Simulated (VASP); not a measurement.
Here is a VASP 6.6.1 calculation.

Contents of INCAR:

```
SYSTEM = SnO
PREC = Accurate
ENCUT = 520
EDIFF = 1E-6
ISMEAR = 0
SIGMA = 0.01
LREAL = .False.
LASPH = .True.
NELM = 60
ALGO = Normal
ISIF = 2
LWAVE = .False.
LCHARG = .False.
GGA = PS
NBANDS = 28
```

Contents of KPOINTS:

```
regular mesh
0
Gamma
  6 4 6
  0 0 0
```

File POSCAR:

```
SnO
1.0
    3.3550050000      0.0000000000      0.0000000000
    0.0000000000      5.6741040000      0.0000000000
    0.0000000000      0.0000000000      4.2219700000
Sn O
2 2
Direct
    0.0000000000      0.2319090000      0.5131440000
    0.5000000000      0.7680910000      0.0131440000
    0.0000000000      0.8912500000      0.7368570000
    0.5000000000      0.1087500000      0.2368570000
```

Potentials or basis: VASP PAW PBE potentials, release 64 (Sn_d, O).

The run is started by

```console
$ cat potpaw_PBE.64/Sn_d/POTCAR potpaw_PBE.64/O/POTCAR > POTCAR
$ mpirun -np 1 vasp_std > vasp.out
```

Question: Predict the pressure.

Answer: -2.9 GPa.

Question: Predict the band gap on the k mesh.

Answer: 1.58 eV, indirect (least direct gap 2.33 eV).

Question: Estimate the largest force.

Answer: 0.350 eV/Å.

Stress tensor (GPa, compression positive):
```
-3.53  0.00  0.00
 0.00 -2.59  0.00
 0.00  0.00 -2.55
```

Caveat: the PAW data sets were made with another functional, which shifts forces and pressure a little; spin-orbit coupling is left out, which moves the levels of the heavy elements. A hybrid or GW would open this gap; PBEsol tends to underestimate it.
